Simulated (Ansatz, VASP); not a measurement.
**One calculation of KF, two programs**

Contents of POSCAR:

```
KF
1.0
    3.2265538034      0.0000000000      0.0000000000
    0.0000000000      3.2265538034      0.0000000000
    0.0000000000      0.0000000000      3.1788707423
K F
1 1
Direct
    0.0000000000      0.0000000000      0.0000000000
    0.5000000000      0.5000000000      0.5000000000
```

File INCAR.step1:

```
PREC = Accurate
ENCUT = 520
ISMEAR = 0
SIGMA = 0.01
LREAL = F
LASPH = T
NELM = 100
NBANDS = 15
GGA = PE
ALGO = Normal
EDIFF = 1E-4
LWAVE = T
LCHARG = F
```

INCAR.step2

```
PREC = Accurate
ENCUT = 520
EDIFF = 1E-6
ISMEAR = 0
SIGMA = 0.01
LREAL = F
LASPH = T
NELM = 100
ALGO = Normal
ISIF = 2
LWAVE = F
LCHARG = F
METAGGA = R2SCAN
LMIXTAU = T
NBANDS = 15
ISTART = 1
```

KPOINTS

```
regular mesh
0
Gamma
  8 8 8
```

Input for Ansatz:

```yaml
crystal:
  lattice:
    - [3.2265538034, 0.0, 0.0]
    - [0.0, 3.2265538034, 0.0]
    - [0.0, 0.0, 3.1788707423]
  atoms:
    - { symbol: K, position: [0.0, 0.0, 0.0] }
    - { symbol: F, position: [0.5, 0.5, 0.5] }
kpoints:
  mp_grid: { grid: [8, 8, 8] }
  band_path:
    path: [[0.0, 0.0, 0.0], [0.0, 0.5, 0.0], [0.5, 0.5, 0.0], [0.5, 0.5, 0.5]]
    npoints: 1
hamiltonian:
  xc: r2scan
scf:
  occupations: { method: fixed }
  n_extra_bands: 4
output:
  forces: true
  stress: true
  eigenvalues: true
  write_density: true
  write_potential: true
  elf: true
  volumetric_format: npy
```

Change from the starting cell: biaxial_xy strain +1.5%.

Alike in both runs: task single point; functional r2SCAN; k mesh 8 × 8 × 8; no spin polarisation.

|  | VASP | Ansatz |
| --- | --- | --- |
| version | VASP 6.6.1 | Ansatz 0.2.0 |
| potentials or method | VASP PAW PBE potentials, release 64 (K_sv, F) | plane waves, PAW |
| plane-wave cutoff (eV) | 520 | 500 |
| occupations | gaussian, width 0.01 eV | fixed |
| valence electrons in the cell | 16 | 16 |

```tsv
	VASP	Ansatz	Ansatz less VASP
gap on the k mesh at the Fermi level (eV)	7.45	7.45	-0.003
pressure (GPa)	-1.2	-1.2	+0.02
traceless stress, the component that is largest in VASP (GPa)	0.90	0.90	0.000
```

VASP's potentials were made for PBE, not for r2SCAN.
